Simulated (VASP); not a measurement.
## ZnS: single point with PBEsol

Crystal: ZnS.

```
Zn S
1.0
     4.01255    0.00000    0.00000
    -2.00627    3.47497    0.00000
     2.00627   -1.15832    2.98541
Zn S
1 1
Cartesian
  0.0000 0.0000 -0.0437
  4.0125 0.0000 2.2828
```

```yaml
Program: VASP 6.6.1
Task: single point
Functional: PBEsol
Potentials_or_basis: VASP PAW PBE potentials, release 64 (Zn, S)
Cutoff: 520 eV
k_mesh: 9 × 9 × 9
Occupations: gaussian, width 0.02 eV
Spin: no spin polarisation
Dipole_correction: no
Further_INCAR_settings: ALGO = Normal; EDIFF = 1e-06; NBANDS = 16
```

| Property | Result |
| --- | --- |
| Pressure | -5.1 GPa |
| Band gap on the k mesh | 1.44 eV, direct |

Stress tensor (GPa, compression positive):
```
-7.66  0.00  0.00
 0.00 -7.66  0.00
 0.00  0.00  0.16
```

Levels at points of the mesh, in eV from the valence-band top:
```csv
k point,band 5,band 6,band 7,band 8,band 9,band 10,band 11,band 12,band 13,band 14
"(0.00, 0.00, 0.00)",-5.94,-5.94,-0.32,-0.32,0.00,1.44,5.79,5.79,7.11,11.20
```

Run time: 51 s on 1 thread of AMD EPYC 7R43 64-Core Processor (Zen 3), with other jobs on the host, peak memory 0.16 GiB.

Caveat: the PAW data sets were made with another functional, which shifts forces and pressure a little. Expect the measured gap to be larger: semilocal functionals such as PBEsol lack the derivative discontinuity.
